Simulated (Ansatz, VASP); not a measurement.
# Two plane-wave programs on Pt

Contents of INCAR:

```
SYSTEM = Pt
PREC = Accurate ; ENCUT = 520
EDIFF = 1E-6 ; ISMEAR = 0
SIGMA = 0.1 ; LREAL = .False.
LASPH = .True. ; NELM = 150
ALGO = Normal ; ISIF = 2
LWAVE = .False. ; LCHARG = .False.
LNONCOLLINEAR = .True. ; MAGMOM = 0 0 0 0 0 0 0 0 0 0 0 0 0 0 0
LORBIT = 11 ; LSORBIT = .True.
GGA_COMPAT = .False. ; LORBMOM = .True.
LMAXMIX = 4 ; LDIPOL = .True.
IDIPOL = 3 ; DIPOL = 0.5 0.5 0.500
GGA = PE ; NBANDS = 65
```

File KPOINTS:

```
regular mesh
0
Gamma
  12 12 1
  0 0 0
```

POSCAR

```
Pt
1.0
    2.8072933478      0.0000000000      0.0000000000
   -1.4036466739      2.4311873550      0.0000000000
    0.0000000000      0.0000000000     24.1685816804
Pt
5
Direct
    0.6666666667      0.3333333333      0.3106183202
    0.3333333333      0.6666666667      0.4062400470
    0.0000000000      0.0000000000      0.4999999973
    0.6666666667      0.3333333333      0.5937599470
    0.3333333333      0.6666666667      0.6893816885
```

Input for Ansatz:

```yaml
crystal:
  lattice:
    - [2.8072933478, 0.0, 0.0]
    - [-1.4036466739, 2.431187355, 0.0]
    - [0.0, 0.0, 24.1685816804]
  atoms:
    - { symbol: Pt, position: [0.6666666667, 0.3333333333, 0.3106183202] }
    - { symbol: Pt, position: [0.3333333333, 0.6666666667, 0.406240047] }
    - { symbol: Pt, position: [0.0, 0.0, 0.4999999973] }
    - { symbol: Pt, position: [0.6666666667, 0.3333333333, 0.593759947] }
    - { symbol: Pt, position: [0.3333333333, 0.6666666667, 0.6893816885] }
basis:
  ecutwfc: 420
kpoints:
  mp_grid: { grid: [12, 12, 1] }
  band_path:
    path:
      - [0.5, 0, 0]
      - [0, 0, 0]
      - [0.3333333333333, 0.3333333333333, 0]
      - [0.5, 0, 0]
    npoints: 12
hamiltonian:
  xc: pbe
scf:
  occupations: { method: gaussian, width: 0.1 }
  n_extra_bands: 32
output:
  forces: true
  eigenvalues: true
  populations: true
  fatbands: true
magnetization:
  noncollinear: true
  spin_orbit: true
efield:
  axis: 3
  dipole_correction: true
  ramp_width: 0.04
```

Alike in both runs: task single point; functional PBE; k mesh 12 × 12 × 1; occupations gaussian, width 0.1 eV; non-collinear spin, spin-orbit coupling.

```csv
,VASP,Ansatz
version,VASP 6.6.1,Ansatz 0.2.0
potentials or method,"VASP PAW PBE potentials, release 64 (Pt), cutoff 520 eV","plane waves, PAW"
valence electrons in the cell,50,90
```

|  | VASP | Ansatz | Ansatz less VASP |
| --- | --- | --- | --- |
| rms of the force components (eV/Å) | 0.042 | 0.041 | -0.0008 |
| net moment per atom (μB) | 0.00 | 0.00 | 0.000 |

Atom by atom the forces differ by 0.002 eV/Å (rms over components). VASP's potentials hold 50 valence electrons a cell and Ansatz's 90, so a difference there can come from the potentials and not from the codes.
